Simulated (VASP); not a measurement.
Ca: relaxation of cell and atoms with PBE

Crystal: Ca.

```xyz
1
Lattice="0.0000 2.7620 2.7620 2.7620 0.0000 2.7620 2.7620 2.7620 0.0000" Properties=species:S:1:pos:R:3 pbc="T T T"
Ca    0.0000    0.0000    0.0000
```

| Item | Value |
| --- | --- |
| Program | VASP 6.6.1 |
| Task | relaxation of cell and atoms |
| Functional | PBE |
| Potentials or basis | VASP PAW PBE potentials, release 64 (Ca_sv) |
| Cutoff | 500 eV |
| k mesh | 14 × 14 × 14 |
| Occupations | fermi-dirac, width 0.15 eV |
| Spin | no spin polarisation |
| Dipole correction | no |
| Further INCAR settings | ALGO = Normal; EDIFF = 1e-07; IBRION = 2; EDIFFG = -0.001; NSW = 80; ISIF = 3 |

```yaml
Relaxed_volume: 42.31 Å³/atom
Relaxed_cell: a = 3.911 Å, b = 3.911 Å, c = 3.911 Å, α = 60.00°, β = 60.00°, γ = 60.00°
Space_group_after_relaxing_to_0.1_Å: Fm-3m (No. 225)
Energy_gained_by_relaxing: 0.0 meV/atom
Ionic_steps: 3
Pressure_after_relaxing: 0.0 GPa
Band_gap_on_the_k_mesh: zero (bands 5 and 6 overlap by 0.32 eV)
```

Final structure:
```xyz
1
Lattice="0.0000 2.7658 2.7658 2.7658 0.0000 2.7658 2.7658 2.7658 0.0000" Properties=species:S:1:pos:R:3 pbc="T T T"
Ca    0.0000    0.0000    0.0000
```

Levels at points of the mesh, in eV from the Fermi level:
```csv
k point,band 1,band 2,band 3,band 4,band 5,band 6,band 7,band 8,band 9
"(0.00, 0.00, 0.00)",-41.99,-22.91,-22.91,-22.91,-4.01,2.35,2.35,2.35,3.42
"(0.50, 0.00, 0.00)",-41.98,-23.05,-22.93,-22.93,-0.98,-0.16,2.24,2.24,4.11
"(0.50, 0.50, 0.00)",-41.98,-23.04,-22.96,-22.96,-0.44,0.59,0.97,4.10,4.29
```

Run time: 31 s on 1 thread of Intel(R) Xeon(R) 6975P-C (Granite Rapids), with other jobs on the host, peak memory 0.18 GiB.

PBE usually gives volumes a little too large and moduli too small. Zero-point motion and thermal expansion aren't in these numbers.
